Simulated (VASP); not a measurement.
A run of VASP 6.6.1:

The input POSCAR:

```
CaO
1.0
   -0.7742961514      2.1293144162      2.1293144162
    2.1293144162     -0.7742961514      2.1293144162
    2.1293144162      2.1293144162     -0.7742961514
Ca O
1 1
Direct
    0.0000000000      0.0000000000      0.0000000000
    0.5000000000      0.5000000000      0.5000000000
```

INCAR.step1

```
ALGO = Normal ; EDIFF = 1E-4
ENCUT = 520 ; GGA = PE
ISMEAR = 0 ; LASPH = True
LCHARG = False ; LREAL = False
LWAVE = True ; NBANDS = 15
NELM = 100 ; PREC = Accurate
SIGMA = 0.05
```

INCAR.step2

```
ALGO = Normal ; EDIFF = 1E-7
ENCUT = 520 ; ISIF = 2
ISMEAR = 0 ; ISTART = 1
LASPH = True ; LCHARG = False
LMIXTAU = True ; LREAL = False
LWAVE = False ; METAGGA = R2SCAN
NBANDS = 15 ; NELM = 100
PREC = Accurate ; SIGMA = 0.05
```

KPOINTS

```
k-points
0
Gamma
  10 10 10
```

Potentials or basis: VASP PAW PBE potentials, release 64 (Ca_sv, O).

Command:

```bash
$ cat potpaw_PBE.64/Ca_sv/POTCAR potpaw_PBE.64/O/POTCAR > POTCAR
$ cp INCAR.step1 INCAR
$ mpirun -np 1 vasp_std > vasp.out
$ cp INCAR.step2 INCAR
$ mpirun -np 1 vasp_std > vasp.out
```

Hardware: 1 thread of Intel(R) Xeon(R) 6975P-C (Granite Rapids) (shared host).

Problem. How long does it take, and how much memory?

Solution. It took 44 s on 1 thread of Intel(R) Xeon(R) 6975P-C (Granite Rapids), on a shared host, peak memory 0.18 GiB. Counts: k points 116.
